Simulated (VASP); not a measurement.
# BaZrO3 (Pm-3m) in VASP: further runs

BaZrO3 is run at these levels: PBE; tasks: single point.

Everything below comes from runs of VASP 6.6.1. Logs are shortened: lines on timing, memory, paths and dates and some standing lists are left out, and cuts for length are marked.

## (1) The cell of the first run

Symmetry: Pm-3m, No. 221, cubic system. Conventional cell: a = 4.269 Å, b = 4.269 Å, c = 4.269 Å, α = 90.00°, β = 90.00°, γ = 90.00°. Within 4.0 Å of Ba (site symmetry m-3m) lie 12 O at 3.02 Å and 8 Zr at 3.70 Å. Within 2.8 Å of Zr (site symmetry m-3m) lie 6 O at 2.13 Å. O (site symmetry 4/mmm) has 2 Zr at 2.13 Å within 2.8 Å.

## (2) Single point, PBE (15.56 Å³/atom)

INCAR reads:

```
  ALGO = Normal
  EDIFF = 1E-6
  ENCUT = 520
  GGA = PE
  ISIF = 2
  ISMEAR = 0
  LASPH = True
  LCHARG = False
  LREAL = False
  LWAVE = False
  NBANDS = 28
  NELM = 80
  PREC = Accurate
  SIGMA = 0.01
```

KPOINTS reads:

```
k-points
0
Gamma
  6 6 6
```

POSCAR reads:

```
BaZrO3
1.0
    4.2690184564      0.0000000000      0.0000000000
    0.0000000000      4.2690184564      0.0000000000
    0.0000000000      0.0000000000      4.2690184564
Ba Zr O
1 1 3
Direct
    0.0000000000      0.0000000000      0.0000000000
    0.5000000000      0.5000000000      0.5000000000
    0.0000000000      0.5000000000      0.5000000000
    0.5000000000      0.0000000000      0.5000000000
    0.5000000000      0.5000000000      0.0000000000
```

Potentials or basis: VASP PAW PBE potentials, release 64 (Ba_sv, Zr_sv, O).

On the command line:

```console
cat potpaw_PBE.64/Ba_sv/POTCAR potpaw_PBE.64/Zr_sv/POTCAR potpaw_PBE.64/O/POTCAR > POTCAR
mpirun -np 1 vasp_std > vasp.out
```

OUTCAR:

```text
EDIFF = 1E-6
   ENCUT = 520
   GGA = PE
   ISIF = 2
   ISMEAR = 0
   LASPH = True
   LREAL = False
   NELM = 80
   PREC = Accurate

 ion  position               nearest neighbor table
   1  0.000  0.000  0.000-   3 3.02   4 3.02   5 3.02   3 3.02   4 3.02   3 3.02   5 3.02   3 3.02
                             4 3.02   5 3.02   4 3.02   5 3.02   2 3.70   2 3.70   2 3.70   2 3.70
   2  0.500  0.500  0.500-   3 2.13   4 2.13   5 2.13   5 2.13   4 2.13   3 2.13   1 3.70   1 3.70
                             1 3.70   1 3.70   1 3.70   1 3.70   1 3.70   1 3.70
   3  0.000  0.500  0.500-   2 2.13   2 2.13   1 3.02   1 3.02   1 3.02   1 3.02
   4  0.500  0.000  0.500-   2 2.13   2 2.13   1 3.02   1 3.02   1 3.02   1 3.02
   5  0.500  0.500  0.000-   2 2.13   2 2.13   1 3.02   1 3.02   1 3.02   1 3.02

  LATTYP: Found a simple cubic cell.
 ALAT       =     4.2690184564

  Lattice vectors:

 A1 = (   4.2690184564,   0.0000000000,   0.0000000000)
 A2 = (   0.0000000000,   4.2690184564,   0.0000000000)
 A3 = (   0.0000000000,   0.0000000000,   4.2690184564)

Analysis of symmetry for initial positions (statically):
=====================================================================
 Subroutine PRICEL returns:
 Original cell was already a primitive cell.

 Routine SETGRP: Setting up the symmetry group for a
 simple cubic supercell.

 Subroutine GETGRP returns: Found 48 space group operations
 (whereof 48 operations were pure point group operations)
 out of a pool of 48 trial point group operations.

The static configuration has the point symmetry O_h .

Analysis of symmetry for dynamics (positions and initial velocities):
=====================================================================
 Subroutine PRICEL returns:
 Original cell was already a primitive cell.

 Routine SETGRP: Setting up the symmetry group for a
 simple cubic supercell.

 Subroutine GETGRP returns: Found 48 space group operations
 (whereof 48 operations were pure point group operations)
 out of a pool of 48 trial point group operations.

The dynamic configuration has the point symmetry O_h .

 Subroutine INISYM returns: Found 48 space group operations
 (whereof 48 operations are pure point group operations),
 and found     1 'primitive' translations

----------------------------------------------------------------------------------------

                                     Primitive cell

  volume of cell :      77.8008

  direct lattice vectors                    reciprocal lattice vectors
     4.269018456  0.000000000  0.000000000     0.234245884  0.000000000  0.000000000
     0.000000000  4.269018456  0.000000000     0.000000000  0.234245884  0.000000000
     0.000000000  0.000000000  4.269018456     0.000000000  0.000000000  0.234245884

  length of vectors
     4.269018456  4.269018456  4.269018456     0.234245884  0.234245884  0.234245884

  position of ions in fractional coordinates (direct lattice)
     0.000000000  0.000000000  0.000000000
     0.500000000  0.500000000  0.500000000
     0.000000000  0.500000000  0.500000000
     0.500000000  0.000000000  0.500000000
     0.500000000  0.500000000  0.000000000

  ion indices of the primitive-cell ions
   primitive index   ion index
                 1           1
                 2           2
                 3           3
                 4           4
                 5           5

----------------------------------------------------------------------------------------

 KPOINTS: k-points

Automatic generation of k-mesh.
 Grid dimensions read from file:
 generate k-points for:    6    6    6

 Generating k-lattice:

  Cartesian coordinates                     Fractional coordinates (reciprocal lattice)
     0.039040981  0.000000000  0.000000000     0.166666667  0.000000000  0.000000000
     0.000000000  0.039040981  0.000000000     0.000000000  0.166666667  0.000000000
     0.000000000  0.000000000  0.039040981     0.000000000  0.000000000  0.166666667

  Length of vectors
     0.039040981  0.039040981  0.039040981

  Shift w.r.t. Gamma in fractional coordinates (k-lattice)
     0.000000000  0.000000000  0.000000000

 Subroutine IBZKPT returns following result:
 ===========================================

 Found     20 irreducible k-points:

 Following reciprocal coordinates:
            Coordinates               Weight
  0.000000  0.000000  0.000000      1.000000
  0.166667  0.000000  0.000000      6.000000
  0.333333  0.000000  0.000000      6.000000
  0.500000  0.000000  0.000000      3.000000
  0.166667  0.166667  0.000000     12.000000
  0.333333  0.166667  0.000000     24.000000
[... 12 lines left out ...]
  0.500000  0.500000  0.333333      6.000000
  0.500000  0.500000  0.500000      1.000000
   k-points           NKPTS =     20   k-points in BZ     NKDIM =     20   number of bands    NBANDS=     28
   number of dos      NEDOS =    301   number of ions     NIONS =      5
   total plane-waves  NPLWV =  32768
   dimension x,y,z NGX =    32 NGY =   32 NGZ =   32
   dimension x,y,z NGXF=    64 NGYF=   64 NGZF=   64
   ions per type =               1   1   3
   NGX,Y,Z   is equivalent  to a cutoff of  12.46, 12.46, 12.46 a.u.
   NGXF,Y,Z  is equivalent  to a cutoff of  24.92, 24.92, 24.92 a.u.
 SYSTEM =  unknown system
   PREC   = accura    normal or accurate (medium, high low for compatibility)
   ISTART =      0    job   : 0-new  1-cont  2-samecut
   ICHARG =      2    charge: 1-file 2-atom 10-const
   ISPIN  =      1    spin polarized calculation?
   LNONCOLLINEAR =      F non collinear calculations
   LSORBIT =      F    spin-orbit coupling
   LASPH  =      T    aspherical Exc in radial PAW
   ENCUT  =  520.0 eV  38.22 Ry    6.18 a.u.   7.94  7.94  7.94*2*pi/ulx,y,z
   NELM   =     80;   NELMIN=  2; NELMDL= -5     # of ELM steps
   EDIFF  = 0.1E-05   stopping-criterion for ELM
   LREAL  =      F    real-space projection
   EDIFFG = 0.1E-04   stopping-criterion for IOM
   NSW    =      0    number of steps for IOM
   IBRION =     -1    ionic relax: 0-MD 1-quasi-New 2-CG
   NFREE  =      0    steps in history (QN), initial steepest desc. (CG)
   ISIF   =      2    stress and relaxation
   ISYM   =      2    0-nonsym 1-usesym 2-fastsym
   POTIM  = 0.5000    time-step for ionic-motion
   TEBEG  =    0.0;   TEEND  =   0.0 temperature during run
   PSTRESS=    0.0 pullay stress
   NELECT =      40.0000    total number of electrons
   NUPDOWN=      -1.0000    fix difference up-down
   EMIN   =  10.00;   EMAX   =-10.00  energy-range for DOS
   EFERMI =   0.00;   METHOD = LEGACY
   ISMEAR =     0;   SIGMA  =   0.01  broadening in eV -4-tet -1-fermi 0-gaus
   EFERMI_NEDOS =   21; number of points for ismear=-14 and -15
   IALGO  =     38    algorithm
   IMIX   =      4    mixing-type and parameters
     AMIX     =   0.40;   BMIX     =  1.00
     AMIX_MAG =   1.60;   BMIX_MAG =  1.00
  volume/ion in A,a.u.               =      15.56       105.01
  Fermi-wavevector in a.u.,A,eV,Ry     =   1.311495  2.478367 23.402298  1.720020
  Thomas-Fermi vector in A             =   2.441953
   LORBIT       =      0    0 simple, 1 ext, 2 COOP (PROOUT), +10 PAW based schemes
   GGA     = PE    functional components
   LHFCALC =     F    Hartree Fock is set to
   AEXX    =    0.0000 exact exchange contribution
   IVDW    =     0    specifies the selected vdW correction
   LEPSILON=     F    determine dielectric tensor
   LRPA    =     F    only Hartree local field effects (RPA)
 non-spin polarized calculation
 Gauss-broadening in eV      SIGMA  =   0.01
  energy-cutoff  :      520.00
  volume of cell :       77.80
 maximum number of plane-waves:      2176
 NGX is ok and might be reduce to    32
   NGX = 15   NGY = 15   NGZ = 15

 number of electron      39.9999980 magnetization

 Free energy of the ion-electron system (eV)
  ---------------------------------------------------
  ext. energy  EPLUGINS =         0.00000000
  ---------------------------------------------------
  free energy    TOTEN  =       -41.70827640 eV

  energy without entropy =      -41.70827640  energy(sigma->0) =      -41.70827640

 E-fermi :   3.4643     XC(G=0): -10.4955

 val. band max:        3.4052278752   @ k =   0.5000   0.5000   0.5000
 cond. band min:       6.4694469989   @ k =   0.0000   0.0000   0.0000
 fundamental gap:      3.0642191236
 Fermi energy:         3.4642984913

 k-point     1 :       0.0000    0.0000    0.0000
  band No.  band energies     occupation
      1     -43.9577      2.00000
      2     -22.0853      2.00000
      3     -22.0483      2.00000
      4     -22.0483      2.00000
      5     -22.0483      2.00000
      6     -12.8677      2.00000
[... 20 lines left out ...]
     27      10.2839      0.00000
     28      10.2839      0.00000

 k-point     2 :       0.1667    0.0000    0.0000
  band No.  band energies     occupation
      1     -43.9571      2.00000
      2     -22.1785      2.00000
      3     -22.0470      2.00000
      4     -22.0470      2.00000
      5     -21.9921      2.00000
      6     -12.8610      2.00000
[... 20 lines left out ...]
     27      10.2839      0.00000
     28      11.0638      0.00000

 k-point     3 :       0.3333    0.0000    0.0000
  band No.  band energies     occupation
      1     -43.9559      2.00000
      2     -22.2928      2.00000
      3     -22.0445      2.00000
      4     -22.0445      2.00000
      5     -21.9489      2.00000
      6     -12.9327      2.00000
[... 20 lines left out ...]
     27      10.6824      0.00000
     28      10.7595      0.00000

 k-point     4 :       0.5000    0.0000    0.0000
  band No.  band energies     occupation
      1     -43.9553      2.00000
      2     -22.3428      2.00000
      3     -22.0432      2.00000
      4     -22.0432      2.00000
      5     -21.9330      2.00000
      6     -12.9783      2.00000
[... 454 lines left out ...]
     27      11.3419      0.00000
     28      11.9936      0.00000

 k-point    19 :       0.5000    0.5000    0.3333
  band No.  band energies     occupation
      1     -43.9512      2.00000
      2     -22.2277      2.00000
      3     -22.2277      2.00000
      4     -22.1806      2.00000
      5     -21.9941      2.00000
      6     -12.0403      2.00000
[... 20 lines left out ...]
     27      11.5898      0.00000
     28      12.3000      0.00000

 k-point    20 :       0.5000    0.5000    0.5000
  band No.  band energies     occupation
      1     -43.9506      2.00000
      2     -22.2260      2.00000
      3     -22.2260      2.00000
      4     -22.2260      2.00000
      5     -21.9872      2.00000
      6     -11.8082      2.00000
[... 20 lines left out ...]
     27      12.1905      0.00000
     28      12.1905      0.00000

------------------------ aborting loop because EDIFF is reached ----------------------------------------

  FORCE on cell =-STRESS in cart. coord.  units (eV):
  Direction    XX          YY          ZZ          XY          YZ          ZX
  --------------------------------------------------------------------------------------
  -------------------------------------------------------------------------------------
  Total       -1.6086832     -1.6086832     -1.6086832      0.0000000      0.0000000     -0.0000000
  in kB      -33.1281369    -33.1281369    -33.1281369      0.0000000      0.0000000     -0.0000000
  external PRESSURE =     -33.1281369 kB  Pullay stress =       0.0000000 kB

 VOLUME and BASIS-vectors are now :
 -----------------------------------------------------------------------------
  energy-cutoff  :      520.00
  volume of cell :       77.80
      direct lattice vectors                 reciprocal lattice vectors
     4.269018456  0.000000000  0.000000000     0.234245884  0.000000000  0.000000000
     0.000000000  4.269018456  0.000000000     0.000000000  0.234245884  0.000000000
     0.000000000  0.000000000  4.269018456     0.000000000  0.000000000  0.234245884

 POSITION                                       TOTAL-FORCE (eV/Angst)
 -----------------------------------------------------------------------------------
      0.00000      0.00000      0.00000         0.000000      0.000000      0.000000
      2.13451      2.13451      2.13451         0.000000      0.000000      0.000000
      0.00000      2.13451      2.13451         0.000000      0.000000      0.000000
      2.13451      0.00000      2.13451         0.000000      0.000000      0.000000
      2.13451      2.13451      0.00000         0.000000      0.000000      0.000000
 -----------------------------------------------------------------------------------
    total drift:                                0.000000     -0.000000     -0.000000

  FREE ENERGIE OF THE ION-ELECTRON SYSTEM (eV)
  ---------------------------------------------------
  free  energy   TOTEN  =       -41.7082763961 eV

  energy  without entropy=      -41.7082763961  energy(sigma->0) =      -41.70827640
```

Run time: 68 s. Hardware: 1 thread of Intel Xeon 8259CL, shared host; peak memory 0.2 GiB.

What came out:

```yaml
Free_energy: -41.7083 eV
Pressure: -3.3 GPa
Band_gap_on_the_k_mesh: 3.06 eV (least direct gap 3.34 eV)
```

Caveat: the cell stands under tension; spin-orbit coupling is left out, which moves the levels of the heavy elements.

## (3) Single point, PBE (16.01 Å³/atom)

This run uses another cell than the first one, of 16.01 Å³/atom.

INCAR reads:

```
SYSTEM = BaZrO3
ALGO = Normal ; EDIFF = 1E-7
ENCUT = 520 ; GGA = PE
ISIF = 2 ; ISMEAR = 0
LASPH = .True. ; LCHARG = .False.
LREAL = .False. ; LWAVE = .False.
NBANDS = 28 ; NELM = 80
PREC = Accurate ; SIGMA = 0.01
```

KPOINTS reads:

```
k-points
0
Gamma
  6 6 6
  0 0 0
```

Edit POSCAR of step 2 so:

```diff
@@ -2,5 +2,5 @@
 1.0
-    4.2690184564      0.0000000000      0.0000000000
-    0.0000000000      4.2690184564      0.0000000000
-    0.0000000000      0.0000000000      4.2690184564
+    4.3100692291      0.0000000000      0.0000000000
+    0.0000000000      4.3100692291      0.0000000000
+    0.0000000000      0.0000000000      4.3100692291
 Ba Zr O
```

Potentials or basis: VASP PAW PBE potentials, release 64 (Ba_sv, Zr_sv, O).

On the command line:

```console
cat potpaw_PBE.64/Ba_sv/POTCAR potpaw_PBE.64/Zr_sv/POTCAR potpaw_PBE.64/O/POTCAR > POTCAR
mpirun -np 1 vasp_std > vasp.out
```

Wall time 68 s (1 thread of Intel Xeon 8259CL, shared host); peak memory 0.2 GiB.

The run converged. Its results:

| Item | Value |
| --- | --- |
| Free energy | -41.6373 eV |
| Pressure | -6.9 GPa |
| Band gap on the k mesh | 3.00 eV (least direct gap 3.29 eV) |

Levels at points of the mesh, in eV from the valence-band top:
| k point | band 17 | band 18 | band 19 | band 20 | band 21 | band 22 | band 23 | band 24 |
| --- | --- | --- | --- | --- | --- | --- | --- | --- |
| (0.00, 0.00, 0.00) | -0.87 | -0.30 | -0.30 | -0.30 | 3.00 | 3.00 | 3.00 | 4.54 |
| (0.50, 0.00, 0.00) | -1.61 | -1.47 | -0.55 | -0.55 | 3.36 | 5.17 | 5.17 | 6.12 |
| (0.50, 0.50, 0.00) | -0.97 | -0.92 | -0.92 | -0.07 | 5.15 | 5.15 | 5.95 | 5.98 |
| (0.50, 0.50, 0.50) | -2.47 | 0.00 | 0.00 | 0.00 | 5.66 | 5.66 | 5.66 | 6.29 |

Caveat: the cell stands under tension; spin-orbit coupling is left out, which moves the levels of the heavy elements. A k mesh can miss the band edges.
